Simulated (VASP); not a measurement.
# MgF2 (P4_2/mnm) in VASP: settings compared

MgF2 is run at these levels: PBE, r2SCAN; tasks: electric field gradients.

Everything below comes from runs of VASP 6.6.1. Logs are shortened: lines on timing, memory, paths and dates and some standing lists are left out, and cuts for length are marked.

**1. The cell of the first run**

The structure is tetragonal, space group P4_2/mnm (No. 136). The conventional cell has a = 4.615 Å, b = 4.615 Å, c = 3.048 Å, α = 90.00°, β = 90.00°, γ = 90.00°. Within 2.6 Å of Mg (site symmetry mmm) lie 6 F at 1.98 to 1.99 Å. Within 2.6 Å of F (site symmetry m2m) lie 3 Mg at 1.98 to 1.99 Å and 1 F at 2.57 Å.

**2. Electric field gradients, PBE**

INCAR reads:

```
PREC = Accurate
ENCUT = 520
EDIFF = 1E-8
ISMEAR = -1
SIGMA = 0.01
LREAL = F
LASPH = T
NELM = 120
ALGO = Normal
ISIF = 2
LWAVE = F
LCHARG = F
GGA = PE
LEFG = T
NBANDS = 25
GGA_COMPAT = F
```

KPOINTS reads:

```
regular mesh
0
Gamma
  7 7 11
```

POSCAR reads:

```
MgF2
1.0
    4.6151966100      0.0000000000      0.0000000000
    0.0000000000      4.6151966100      0.0000000000
    0.0000000000      0.0000000000      3.0477835100
Mg F
2 4
Direct
    0.5000000000      0.5000000000      0.5000000000
    0.0000000000      0.0000000000      0.0000000000
    0.6970798600      0.6970798600      0.0000000000
    0.8029201400      0.1970798600      0.5000000000
    0.3029201400      0.3029201400      0.0000000000
    0.1970798600      0.8029201400      0.5000000000
```

Potentials or basis: VASP PAW PBE potentials, release 64 (Mg, F).

Launch:

```console
$ cat potpaw_PBE.64/Mg/POTCAR potpaw_PBE.64/F/POTCAR > POTCAR
$ mpirun -np 1 vasp_std > vasp.out
```

OUTCAR:

```text
PREC = Accurate
   ENCUT = 520
   EDIFF = 1E-8
   ISMEAR = -1
   LREAL = F
   LASPH = T
   NELM = 120
   ISIF = 2
   GGA = PE

 ion  position               nearest neighbor table
   1  0.500  0.500  0.500-   4 1.98   6 1.98   5 1.99   3 1.99   3 1.99   5 1.99   2 3.60   2 3.60
                             2 3.60   2 3.60   2 3.60   2 3.60   2 3.60   2 3.60
   2  0.000  0.000  0.000-   3 1.98   5 1.98   4 1.99   6 1.99   4 1.99   6 1.99   1 3.60   1 3.60
                             1 3.60   1 3.60   1 3.60   1 3.60   1 3.60   1 3.60
   3  0.697  0.697  0.000-   2 1.98   1 1.99   1 1.99
   4  0.803  0.197  0.500-   1 1.98   2 1.99   2 1.99
   5  0.303  0.303  0.000-   2 1.98   1 1.99   1 1.99
   6  0.197  0.803  0.500-   1 1.98   2 1.99   2 1.99

  LATTYP: Found a simple tetragonal cell.
 ALAT       =     4.6151966100
 C/A-ratio  =     0.6603799941

  Lattice vectors:

 A1 = (   4.6151966100,   0.0000000000,   0.0000000000)
 A2 = (   0.0000000000,   4.6151966100,   0.0000000000)
 A3 = (   0.0000000000,   0.0000000000,   3.0477835100)

Analysis of symmetry for initial positions (statically):
=====================================================================
 Subroutine PRICEL returns:
 Original cell was already a primitive cell.

 Routine SETGRP: Setting up the symmetry group for a
 simple tetragonal supercell.

 Subroutine GETGRP returns: Found 16 space group operations
 (whereof  8 operations were pure point group operations)
 out of a pool of 16 trial point group operations.

The static configuration has the point symmetry D_2h.
 The point group associated with its full space group is D_4h.

Analysis of symmetry for dynamics (positions and initial velocities):
=====================================================================
 Subroutine PRICEL returns:
 Original cell was already a primitive cell.

 Routine SETGRP: Setting up the symmetry group for a
 simple tetragonal supercell.

 Subroutine GETGRP returns: Found 16 space group operations
 (whereof  8 operations were pure point group operations)
 out of a pool of 16 trial point group operations.

The dynamic configuration has the point symmetry D_2h.
 The point group associated with its full space group is D_4h.

 Subroutine INISYM returns: Found 16 space group operations
 (whereof  8 operations are pure point group operations),
 and found     1 'primitive' translations

----------------------------------------------------------------------------------------

                                     Primitive cell

  volume of cell :      64.9179

  direct lattice vectors                    reciprocal lattice vectors
     4.615196610  0.000000000  0.000000000     0.216675493  0.000000000  0.000000000
     0.000000000  4.615196610  0.000000000     0.000000000  0.216675493  0.000000000
     0.000000000  0.000000000  3.047783510     0.000000000  0.000000000  0.328107294

  length of vectors
     4.615196610  4.615196610  3.047783510     0.216675493  0.216675493  0.328107294

  position of ions in fractional coordinates (direct lattice)
     0.500000000  0.500000000  0.500000000
     0.000000000  0.000000000  0.000000000
     0.697079860  0.697079860  0.000000000
     0.802920140  0.197079860  0.500000000
     0.302920140  0.302920140  0.000000000
     0.197079860  0.802920140  0.500000000

  ion indices of the primitive-cell ions
   primitive index   ion index
                 1           1
                 2           2
                 3           3
                 4           4
                 5           5
                 6           6

----------------------------------------------------------------------------------------

 KPOINTS: regular mesh

Automatic generation of k-mesh.
 Grid dimensions read from file:
 generate k-points for:    7    7   11

 Generating k-lattice:

  Cartesian coordinates                     Fractional coordinates (reciprocal lattice)
     0.030953642  0.000000000  0.000000000     0.142857143  0.000000000  0.000000000
     0.000000000  0.030953642  0.000000000     0.000000000  0.142857143  0.000000000
     0.000000000  0.000000000  0.029827936     0.000000000  0.000000000  0.090909091

  Length of vectors
     0.030953642  0.030953642  0.029827936

  Shift w.r.t. Gamma in fractional coordinates (k-lattice)
     0.000000000  0.000000000  0.000000000

 Subroutine IBZKPT returns following result:
 ===========================================

 Found     60 irreducible k-points:

 Following reciprocal coordinates:
            Coordinates               Weight
  0.000000  0.000000  0.000000      1.000000
  0.142857  0.000000  0.000000      4.000000
  0.285714  0.000000  0.000000      4.000000
  0.428571  0.000000  0.000000      4.000000
  0.142857  0.142857  0.000000      4.000000
  0.285714  0.142857  0.000000      8.000000
[... 16 lines left out ...]
  0.285714  0.000000  0.181818      8.000000
  0.428571  0.000000  0.181818      8.000000
 [... further k-points ...]
   k-points           NKPTS =     60   k-points in BZ     NKDIM =     60   number of bands    NBANDS=     25
   number of dos      NEDOS =    301   number of ions     NIONS =      6
   total plane-waves  NPLWV =  31104
   dimension x,y,z NGX =    36 NGY =   36 NGZ =   24
   dimension x,y,z NGXF=    72 NGYF=   72 NGZF=   48
   ions per type =               2   4
   NGX,Y,Z   is equivalent  to a cutoff of  12.97, 12.97, 13.09 a.u.
   NGXF,Y,Z  is equivalent  to a cutoff of  25.94, 25.94, 26.18 a.u.
 SYSTEM =  unknown system
   PREC   = accura    normal or accurate (medium, high low for compatibility)
   ISTART =      0    job   : 0-new  1-cont  2-samecut
   ICHARG =      2    charge: 1-file 2-atom 10-const
   ISPIN  =      1    spin polarized calculation?
   LNONCOLLINEAR =      F non collinear calculations
   LSORBIT =      F    spin-orbit coupling
   LASPH  =      T    aspherical Exc in radial PAW
   ENCUT  =  520.0 eV  38.22 Ry    6.18 a.u.   8.58  8.58  5.67*2*pi/ulx,y,z
   NELM   =    120;   NELMIN=  2; NELMDL= -5     # of ELM steps
   EDIFF  = 0.1E-07   stopping-criterion for ELM
   LREAL  =      F    real-space projection
   EDIFFG = 0.1E-06   stopping-criterion for IOM
   NSW    =      0    number of steps for IOM
   IBRION =     -1    ionic relax: 0-MD 1-quasi-New 2-CG
   NFREE  =      0    steps in history (QN), initial steepest desc. (CG)
   ISIF   =      2    stress and relaxation
   ISYM   =      2    0-nonsym 1-usesym 2-fastsym
   POTIM  = 0.5000    time-step for ionic-motion
   TEBEG  =    0.0;   TEEND  =   0.0 temperature during run
   PSTRESS=    0.0 pullay stress
   NELECT =      32.0000    total number of electrons
   NUPDOWN=      -1.0000    fix difference up-down
   EMIN   =  10.00;   EMAX   =-10.00  energy-range for DOS
   EFERMI =   0.00;   METHOD = LEGACY
   ISMEAR =    -1;   SIGMA  =   0.01  broadening in eV -4-tet -1-fermi 0-gaus
   EFERMI_NEDOS =   21; number of points for ismear=-14 and -15
   IALGO  =     38    algorithm
   IMIX   =      4    mixing-type and parameters
     AMIX     =   0.40;   BMIX     =  1.00
     AMIX_MAG =   1.60;   BMIX_MAG =  1.00
  volume/ion in A,a.u.               =      10.82        73.01
  Fermi-wavevector in a.u.,A,eV,Ry     =   1.293213  2.443818 22.754373  1.672399
  Thomas-Fermi vector in A             =   2.424872
   LORBIT       =      0    0 simple, 1 ext, 2 COOP (PROOUT), +10 PAW based schemes
   GGA     = PE    functional components
   LHFCALC =     F    Hartree Fock is set to
   AEXX    =    0.0000 exact exchange contribution
   IVDW    =     0    specifies the selected vdW correction
   LEPSILON=     F    determine dielectric tensor
   LRPA    =     F    only Hartree local field effects (RPA)
 non-spin polarized calculation
  energy-cutoff  :      520.00
  volume of cell :       64.92
 maximum number of plane-waves:      1764
 NGX is ok and might be reduce to    36
   NGX = 17   NGY = 17   NGZ = 11

 number of electron      32.0000032 magnetization

 Free energy of the ion-electron system (eV)
  ---------------------------------------------------
  ext. energy  EPLUGINS =         0.00000000
  ---------------------------------------------------
  free energy    TOTEN  =       -31.50099073 eV

  energy without entropy =      -31.50099073  energy(sigma->0) =      -31.50099073

 E-fermi :  -0.9093     XC(G=0):  -9.7569

 val. band max:       -1.1745152306   @ k =   0.0000   0.0000   0.0000
 cond. band min:       5.9584431691   @ k =   0.0000   0.0000   0.0000
 fundamental gap:      7.1329583998
 Fermi energy:        -0.9093275775

 k-point     1 :       0.0000    0.0000    0.0000
  band No.  band energies     occupation
      1     -21.9418      2.00000
      2     -21.1290      2.00000
      3     -21.1290      2.00000
      4     -21.0355      2.00000
      5      -5.2694      2.00000
      6      -3.6943      2.00000
[... 17 lines left out ...]
     24      17.4145      0.00000
     25      17.4145      0.00000

 k-point     2 :       0.1429    0.0000    0.0000
  band No.  band energies     occupation
      1     -21.9091      2.00000
      2     -21.1976      2.00000
      3     -21.1200      2.00000
      4     -21.0146      2.00000
      5      -5.1926      2.00000
      6      -3.6690      2.00000
[... 17 lines left out ...]
     24      17.2076      0.00000
     25      17.5018      0.00000
[... 586 lines left out ...]
     24      16.4086      0.00000
     25      16.4975      0.00000

 k-point    24 :       0.4286    0.0000    0.1818
  band No.  band energies     occupation
      1     -21.5880      2.00000
      2     -21.4399      2.00000
      3     -21.0563      2.00000
      4     -21.0334      2.00000
      5      -4.5353      2.00000
      6      -4.2209      2.00000
[... 17 lines left out ...]
     24      15.8741      0.00000
     25      16.4262      0.00000

 [... further k-points ...]

------------------------ aborting loop because EDIFF is reached ----------------------------------------

  FORCE on cell =-STRESS in cart. coord.  units (eV):
  Direction    XX          YY          ZZ          XY          YZ          ZX
  --------------------------------------------------------------------------------------
  -------------------------------------------------------------------------------------
  Total        1.7217339      1.7217339      1.8047250     -0.0000000      0.0000000      0.0000000
  in kB       42.4924813     42.4924813     44.5407048     -0.0000000      0.0000000      0.0000000
  external PRESSURE =      43.1752225 kB  Pullay stress =       0.0000000 kB

 VOLUME and BASIS-vectors are now :
 -----------------------------------------------------------------------------
  energy-cutoff  :      520.00
  volume of cell :       64.92
      direct lattice vectors                 reciprocal lattice vectors
     4.615196610  0.000000000  0.000000000     0.216675493  0.000000000  0.000000000
     0.000000000  4.615196610  0.000000000     0.000000000  0.216675493  0.000000000
     0.000000000  0.000000000  3.047783510     0.000000000  0.000000000  0.328107294

 POSITION                                       TOTAL-FORCE (eV/Angst)
 -----------------------------------------------------------------------------------
      2.30760      2.30760      1.52389        -0.000000     -0.000000      0.000000
      0.00000      0.00000      0.00000        -0.000000     -0.000000      0.000000
      3.21716      3.21716      0.00000         0.016187      0.016187      0.000000
      3.70563      0.90956      1.52389        -0.016187      0.016187      0.000000
      1.39804      1.39804      0.00000        -0.016187     -0.016187     -0.000000
      0.90956      3.70563      1.52389         0.016187     -0.016187     -0.000000
 -----------------------------------------------------------------------------------
    total drift:                                0.000000     -0.000000      0.000000

  FREE ENERGIE OF THE ION-ELECTRON SYSTEM (eV)
  ---------------------------------------------------
  free  energy   TOTEN  =       -31.5009907294 eV

  energy  without entropy=      -31.5009907294  energy(sigma->0) =      -31.50099073

 Electric field gradients (V/A^2)
---------------------------------------------------------------------
 ion       V_xx      V_yy      V_zz      V_xy      V_xz      V_yz
---------------------------------------------------------------------
   1       2.381     2.381    -4.763     4.249     0.000     0.000
   2       2.381     2.381    -4.763    -4.249    -0.000     0.000
   3      -8.124    -8.124    16.248    39.984    -0.000     0.000
   4      -8.124    -8.124    16.248   -39.984    -0.000    -0.000
   5      -8.124    -8.124    16.248    39.984     0.000     0.000
   6      -8.124    -8.124    16.248   -39.984    -0.000    -0.000
---------------------------------------------------------------------

 Electric field gradients after diagonalization (V/A^2)
 (convention: |V_zz| > |V_xx| > |V_yy|)
----------------------------------------------------------------------
 ion       V_xx      V_yy      V_zz     asymmetry (V_yy - V_xx)/ V_zz
----------------------------------------------------------------------
   1      -4.763    -1.867     6.630       0.437
   2      -4.763    -1.867     6.630       0.437
   3      31.860    16.248   -48.108       0.325
   4      31.860    16.248   -48.108       0.325
   5      31.860    16.248   -48.108       0.325
   6      31.860    16.248   -48.108       0.325
----------------------------------------------------------------------

           NMR quadrupolar parameters

 Cq : quadrupolar parameter    Cq=e*Q*V_zz/h
 eta: asymmetry parameters     (V_yy - V_xx)/ V_zz
 Q  : nuclear electric quadrupole moment in mb (millibarn)
----------------------------------------------------------------------
 ion       Cq(MHz)       eta       Q (mb)
----------------------------------------------------------------------
   1       0.016       0.437       1.000
   2       0.016       0.437       1.000
   3      -0.116       0.325       1.000
   4      -0.116       0.325       1.000
   5      -0.116       0.325       1.000
   6      -0.116       0.325       1.000
----------------------------------------------------------------------
```

Run time: 56 s. Hardware: 1 thread of Oxide Virtual Turin-like, shared host; peak memory 0.19 GiB.

What came out:

```
Free energy                             : -31.5010 eV
Pressure                                : 4.3 GPa
Largest force                           : 0.023 eV/Å
Band gap on the k mesh                  : 7.13 eV
Largest electric field gradient by atom : Mg +6.6; F -48.1 V/Å²
```

Forces on the atoms (eV/Å):
```
Mg   0.000  0.000  0.000
Mg   0.000  0.000  0.000
F    0.016  0.016  0.000
F   -0.016  0.016  0.000
F   -0.016 -0.016  0.000
F    0.016 -0.016  0.000
```

Electric field gradients, principal values (V/Å²):
```
atom   least  middle  greatest (by size)
1 Mg  -1.867  -4.763               6.630
2 Mg  -1.867  -4.763               6.630
 3 F  16.248  31.860             -48.108
 4 F  16.248  31.860             -48.108
 5 F  16.248  31.860             -48.108
 6 F  16.248  31.860             -48.108
```

Caveat: the cell stands under pressure; without QUAD_EFG the Cq values of the log hold for a quadrupole moment of 1 mb, not for the nuclei.

[end of part 1 of 2]
